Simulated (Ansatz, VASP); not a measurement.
**One calculation of IrPd2, two programs**

```xyz
3
Lattice="-1.6618 1.6618 4.1188 1.6618 -1.6618 4.1188 1.6618 1.6618 -4.1188" Properties=species:S:1:pos:R:3 pbc="T T T"
Pd    0.0000    0.0000    5.4639
Pd    0.0000    0.0000    2.7736
Ir    0.0000    0.0000    0.0000
```

Alike in both runs: functional PBE; k mesh 20 × 20 × 20; occupations gaussian, width 0.1 eV; no spin polarisation.

Ansatz relaxed the structure, and its values are those at the end. VASP's run is a single point on that final structure, the one shown.

```csv
,VASP,Ansatz
version,VASP 6.6.1,Ansatz 0.2.0
potentials or method,"VASP PAW PBE potentials, release 64 (Pd, Ir), cutoff 520 eV","scalar-relativistic, plane waves, PAW"
valence electrons in the cell,29,53
```

|  | VASP | Ansatz | Ansatz less VASP |
| --- | --- | --- | --- |
| gap on the k mesh at the Fermi level (eV) | none | none | - |
| pressure (GPa) | -0.2 | 0.0 | +0.23 |

A gap of «none» marks a metal or a gap that the smearing closes. VASP's potentials hold 29 valence electrons a cell and Ansatz's 53, so a difference there can come from the potentials and not from the codes.

Neither program's run includes spin-orbit coupling.
